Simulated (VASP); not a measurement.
# MgO (rocksalt type) (Fm-3m) in VASP: single point with LDA

Aim: the single point of MgO (rocksalt type) with LDA.

All numbers are computed with VASP 6.6.1; they aren't measurements. Logs are shortened: lines on timing, memory, paths and dates and some standing lists are left out, and cuts for length are marked.

**1. The cell of the first run**

It takes space group Fm-3m (No. 225, cubic). The conventional cell has a = 3.408 Å, b = 3.408 Å, c = 3.408 Å, α = 90.00°, β = 90.00°, γ = 90.00°. Within 2.3 Å of Mg (site symmetry m-3m) lie 6 O at 1.70 Å. Within 2.3 Å of O (site symmetry m-3m) lie 6 Mg at 1.70 Å.

**2. Single point, LDA (4.95 Å³/atom)**

Input file POSCAR:

```
MgO
1.0
    0.0000000000      1.7038787285      1.7038787285
    1.7038787285      0.0000000000      1.7038787285
    1.7038787285      1.7038787285      0.0000000000
Mg O
1 1
Direct
    0.0000000000      0.0000000000      0.0000000000
    0.5000000000      0.5000000000      0.5000000000
```

Input file INCAR.step1:

```
PREC = Accurate ; ENCUT = 520
EDIFF = 1E-6 ; ISMEAR = -1
SIGMA = 0.05 ; LREAL = F
LASPH = T ; NELM = 120
ALGO = Normal ; ISIF = 2
LWAVE = F ; LCHARG = T
GGA = CA ; NBANDS = 11
GGA_COMPAT = F ; NEDOS = 2001
LORBIT = 11
```

Input file KPOINTS.step1:

```
Automatic mesh
0
Gamma
  15 15 15
```

Input file INCAR.step2:

```
PREC = Accurate ; ENCUT = 520
EDIFF = 1E-6 ; ISMEAR = -5
SIGMA = 0.05 ; LREAL = F
LASPH = T ; NELM = 120
ALGO = Normal ; ISIF = 2
LWAVE = F ; LCHARG = F
GGA = CA ; LORBIT = 11
NEDOS = 2001 ; ICHARG = 11
GGA_COMPAT = F
```

Input file KPOINTS.step2:

```
Automatic mesh
0
Gamma
  23 23 23
```

Potentials or basis: VASP PAW LDA potentials, release 64 (Mg, O).

On the command line:

```sh
$ cat potpaw_LDA.64/Mg/POTCAR potpaw_LDA.64/O/POTCAR > POTCAR
$ cp INCAR.step1 INCAR
$ cp KPOINTS.step1 KPOINTS
$ mpirun -np 1 vasp_std > vasp.out
$ cp INCAR.step2 INCAR
$ cp KPOINTS.step2 KPOINTS
$ mpirun -np 1 vasp_std > vasp.out
```

OUTCAR:

```text
PREC = Accurate
   ENCUT = 520
   EDIFF = 1E-6
   ISMEAR = -5
   LREAL = F
   LASPH = T
   NELM = 120
   ISIF = 2
   GGA = CA
   LORBIT = 11
   ICHARG = 11

 ion  position               nearest neighbor table
   1  0.000  0.000  0.000-   2 1.70   2 1.70   2 1.70   2 1.70   2 1.70   2 1.70
   2  0.500  0.500  0.500-   1 1.70   1 1.70   1 1.70   1 1.70   1 1.70   1 1.70

  LATTYP: Found a face centered cubic cell.
 ALAT       =     3.4077574570

  Lattice vectors:

 A1 = (   0.0000000000,   1.7038787285,   1.7038787285)
 A2 = (   1.7038787285,   0.0000000000,   1.7038787285)
 A3 = (   1.7038787285,   1.7038787285,   0.0000000000)

Analysis of symmetry for initial positions (statically):
=====================================================================
 Subroutine PRICEL returns:
 Original cell was already a primitive cell.

 Routine SETGRP: Setting up the symmetry group for a
 face centered cubic supercell.

 Subroutine GETGRP returns: Found 48 space group operations
 (whereof 48 operations were pure point group operations)
 out of a pool of 48 trial point group operations.

The static configuration has the point symmetry O_h .

Analysis of symmetry for dynamics (positions and initial velocities):
=====================================================================
 Subroutine PRICEL returns:
 Original cell was already a primitive cell.

 Routine SETGRP: Setting up the symmetry group for a
 face centered cubic supercell.

 Subroutine GETGRP returns: Found 48 space group operations
 (whereof 48 operations were pure point group operations)
 out of a pool of 48 trial point group operations.

The dynamic configuration has the point symmetry O_h .

 Subroutine INISYM returns: Found 48 space group operations
 (whereof 48 operations are pure point group operations),
 and found     1 'primitive' translations

----------------------------------------------------------------------------------------

                                     Primitive cell

  volume of cell :       9.8934

  direct lattice vectors                    reciprocal lattice vectors
     0.000000000  1.703878729  1.703878729    -0.293448114  0.293448114  0.293448114
     1.703878729  0.000000000  1.703878729     0.293448114 -0.293448114  0.293448114
     1.703878729  1.703878729  0.000000000     0.293448114  0.293448114 -0.293448114

  length of vectors
     2.409648406  2.409648406  2.409648406     0.508267043  0.508267043  0.508267043

  position of ions in fractional coordinates (direct lattice)
     0.000000000  0.000000000  0.000000000
     0.500000000  0.500000000  0.500000000

  ion indices of the primitive-cell ions
   primitive index   ion index
                 1           1
                 2           2

----------------------------------------------------------------------------------------

 KPOINTS: Automatic mesh

Automatic generation of k-mesh.
 Grid dimensions read from file:
 generate k-points for:   23   23   23

 Generating k-lattice:

  Cartesian coordinates                     Fractional coordinates (reciprocal lattice)
    -0.012758614  0.012758614  0.012758614     0.043478261  0.000000000  0.000000000
     0.012758614 -0.012758614  0.012758614     0.000000000  0.043478261  0.000000000
     0.012758614  0.012758614 -0.012758614     0.000000000  0.000000000  0.043478261

  Length of vectors
     0.022098567  0.022098567  0.022098567

  Shift w.r.t. Gamma in fractional coordinates (k-lattice)
     0.000000000  0.000000000  0.000000000

 TETIRR: Found   1662 inequivalent tetrahedra from    73002

 Subroutine IBZKPT returns following result:
 ===========================================

 Found    364 irreducible k-points:

 Following reciprocal coordinates:
            Coordinates               Weight
  0.000000  0.000000  0.000000      1.000000
  0.043478  0.000000  0.000000      8.000000
  0.086957  0.000000  0.000000      8.000000
  0.130435  0.000000  0.000000      8.000000
  0.173913  0.000000  0.000000      8.000000
  0.217391  0.000000  0.000000      8.000000
[... 16 lines left out ...]
  0.478261  0.043478  0.000000     24.000000
 -0.478261  0.043478  0.000000     24.000000
 [... further k-points ...]
   k-points           NKPTS =    364   k-points in BZ     NKDIM =    364   number of bands    NBANDS=      8
   number of dos      NEDOS =   2001   number of ions     NIONS =      2
   total plane-waves  NPLWV =   5832
   dimension x,y,z NGX =    18 NGY =   18 NGZ =   18
   dimension x,y,z NGXF=    36 NGYF=   36 NGZF=   36
   ions per type =               1   1
   NGX,Y,Z   is equivalent  to a cutoff of  12.42, 12.42, 12.42 a.u.
   NGXF,Y,Z  is equivalent  to a cutoff of  24.84, 24.84, 24.84 a.u.
 SYSTEM =  unknown system
   PREC   = accura    normal or accurate (medium, high low for compatibility)
   ISTART =      0    job   : 0-new  1-cont  2-samecut
   ICHARG =     11    charge: 1-file 2-atom 10-const
   ISPIN  =      1    spin polarized calculation?
   LNONCOLLINEAR =      F non collinear calculations
   LSORBIT =      F    spin-orbit coupling
   LASPH  =      T    aspherical Exc in radial PAW
   ENCUT  =  520.0 eV  38.22 Ry    6.18 a.u.   4.48  4.48  4.48*2*pi/ulx,y,z
   NELM   =    120;   NELMIN=  2; NELMDL=  0     # of ELM steps
   EDIFF  = 0.1E-05   stopping-criterion for ELM
   LREAL  =      F    real-space projection
   EDIFFG = 0.1E-04   stopping-criterion for IOM
   NSW    =      0    number of steps for IOM
   IBRION =     -1    ionic relax: 0-MD 1-quasi-New 2-CG
   NFREE  =      0    steps in history (QN), initial steepest desc. (CG)
   ISIF   =      2    stress and relaxation
   ISYM   =      2    0-nonsym 1-usesym 2-fastsym
   POTIM  = 0.5000    time-step for ionic-motion
   TEBEG  =    0.0;   TEEND  =   0.0 temperature during run
   PSTRESS=    0.0 pullay stress
   NELECT =       8.0000    total number of electrons
   NUPDOWN=      -1.0000    fix difference up-down
   EMIN   =  10.00;   EMAX   =-10.00  energy-range for DOS
   EFERMI =   0.00;   METHOD = LEGACY
   ISMEAR =    -5;   SIGMA  =   0.05  broadening in eV -4-tet -1-fermi 0-gaus
   EFERMI_NEDOS =   21; number of points for ismear=-14 and -15
   IALGO  =     38    algorithm
   IMIX   =      4    mixing-type and parameters
     AMIX     =   0.40;   BMIX     =  1.00
     AMIX_MAG =   1.60;   BMIX_MAG =  1.00
  volume/ion in A,a.u.               =       4.95        33.38
  Fermi-wavevector in a.u.,A,eV,Ry     =   1.525186  2.882184 31.649769  2.326192
  Thomas-Fermi vector in A             =   2.633391
   LORBIT       =     11    0 simple, 1 ext, 2 COOP (PROOUT), +10 PAW based schemes
   GGA     = CA    functional components
   LHFCALC =     F    Hartree Fock is set to
   AEXX    =    0.0000 exact exchange contribution
   IVDW    =     0    specifies the selected vdW correction
   LEPSILON=     F    determine dielectric tensor
   LRPA    =     F    only Hartree local field effects (RPA)
 non-spin polarized calculation
 Fermi weights with tetrahedron method with Bloechl corrections
  energy-cutoff  :      520.00
  volume of cell :        9.89
 maximum number of plane-waves:       283
 NGX is ok and might be reduce to    18

 number of electron       8.0000009 magnetization

 Free energy of the ion-electron system (eV)
  ---------------------------------------------------
  ext. energy  EPLUGINS =         0.00000000
  ---------------------------------------------------
  free energy    TOTEN  =        -8.04912846 eV

  energy without entropy =       -8.04912846  energy(sigma->0) =       -8.04912846

 E-fermi :   9.8114     XC(G=0): -15.0045

 val. band max:        9.8013559525   @ k =   0.0000   0.0000   0.0000
 cond. band min:      18.2600362456   @ k =   0.4783   0.4783   0.0000
 fundamental gap:      8.4586802932
 Fermi energy:         9.8114366537

 k-point     1 :       0.0000    0.0000    0.0000
  band No.  band energies     occupation
      1     -11.7907      2.00000
      2       9.8014      2.00000
      3       9.8014      2.00000
      4       9.8014      2.00000
      5      23.6186      0.00000
      6      28.4512      0.00000
      7      28.4512      0.00000
      8      28.4512      0.00000

 k-point     2 :       0.0435    0.0000    0.0000
  band No.  band energies     occupation
      1     -11.7388      2.00000
      2       9.6287      2.00000
      3       9.7593      2.00000
      4       9.7593      2.00000
      5      23.7243      0.00000
      6      28.0604      0.00000
      7      28.5533      0.00000
      8      28.5533      0.00000

 k-point     3 :       0.0870    0.0000    0.0000
  band No.  band energies     occupation
      1     -11.5851      2.00000
      2       9.1345      2.00000
      3       9.6379      2.00000
      4       9.6379      2.00000
      5      23.9923      0.00000
      6      27.2647      0.00000
      7      28.8516      0.00000
      8      28.8516      0.00000

 k-point     4 :       0.1304    0.0000    0.0000
  band No.  band energies     occupation
      1     -11.3338      2.00000
      2       8.3795      2.00000
      3       9.4505      2.00000
      4       9.4505      2.00000
      5      24.2438      0.00000
      6      26.6131      0.00000
      7      29.3247      0.00000
      8      29.3247      0.00000

 k-point     5 :       0.1739    0.0000    0.0000
  band No.  band energies     occupation
      1     -10.9926      2.00000
      2       7.4397      2.00000
      3       9.2161      2.00000
      4       9.2161      2.00000
      5      24.1554      0.00000
      6      26.5361      0.00000
      7      29.9367      0.00000
      8      29.9367      0.00000
[... 177 lines left out ...]
 k-point    22 :       0.4348    0.0435    0.0000
  band No.  band energies     occupation
      1      -8.2694      2.00000
      2       1.9755      2.00000
      3       7.8625      2.00000
      4       7.9386      2.00000
      5      22.4518      0.00000
      6      29.6412      0.00000
      7      33.1517      0.00000
      8      33.3234      0.00000

 k-point    23 :       0.4783    0.0435    0.0000
  band No.  band energies     occupation
      1      -7.9925      2.00000
      2       1.5353      2.00000
      3       7.7724      2.00000
      4       7.8624      2.00000
      5      22.3837      0.00000
      6      29.9025      0.00000
      7      33.3123      0.00000
      8      33.4484      0.00000

 k-point    24 :      -0.4783    0.0435    0.0000
  band No.  band energies     occupation
      1      -7.9181      2.00000
      2       1.4200      2.00000
      3       7.7446      2.00000
      4       7.8470      2.00000
      5      22.3697      0.00000
      6      29.9717      0.00000
      7      33.3669      0.00000
      8      33.4586      0.00000

 [... further k-points ...]
[... 5 lines left out ...]
  --------------------------------------------------------------------------------------
  -------------------------------------------------------------------------------------
  Total       22.6590426     22.6590426     22.6590426      0.0000000     -0.0000000      0.0000000
  in kB     3669.4932963   3669.4932963   3669.4932963      0.0000000     -0.0000000      0.0000000
  external PRESSURE =    3669.4932963 kB  Pullay stress =       0.0000000 kB

 VOLUME and BASIS-vectors are now :
 -----------------------------------------------------------------------------
  energy-cutoff  :      520.00
  volume of cell :        9.89
      direct lattice vectors                 reciprocal lattice vectors
     0.000000000  1.703878729  1.703878729    -0.293448114  0.293448114  0.293448114
     1.703878729  0.000000000  1.703878729     0.293448114 -0.293448114  0.293448114
     1.703878729  1.703878729  0.000000000     0.293448114  0.293448114 -0.293448114

 POSITION                                       TOTAL-FORCE (eV/Angst)
 -----------------------------------------------------------------------------------
      0.00000      0.00000      0.00000        -0.000000     -0.000000     -0.000000
      1.70388      1.70388      1.70388         0.000000      0.000000      0.000000
 -----------------------------------------------------------------------------------
    total drift:                               -0.000000     -0.000000     -0.000000

  FREE ENERGIE OF THE ION-ELECTRON SYSTEM (eV)
  ---------------------------------------------------
  free  energy   TOTEN  =        -8.0491284567 eV

  energy  without entropy=       -8.0491284567  energy(sigma->0) =       -8.04912846

 total charge

# of ion       s       p       d       tot
------------------------------------------
    1        0.323   0.594   0.387   1.304
    2        1.596   4.017   0.000   5.613
--------------------------------------------------
tot          1.919   4.611   0.387   6.918
```

It took 27 s on 1 thread of Intel Xeon Platinum 8259CL at 2.50GHz (Skylake/Cascade Lake), shared host; peak memory 0.14 GiB.

Results:

```yaml
Valence_electrons_inside_the_program's_atomic_spheres: Mg 1.30; O 5.61
```

Levels at points of the mesh, in eV from the valence-band top:
```tsv
k point	band 2	band 3	band 4	band 5	band 6	band 7
(0.00, 0.00, 0.00)	0.00	0.00	0.00	13.82	18.65	18.65
```
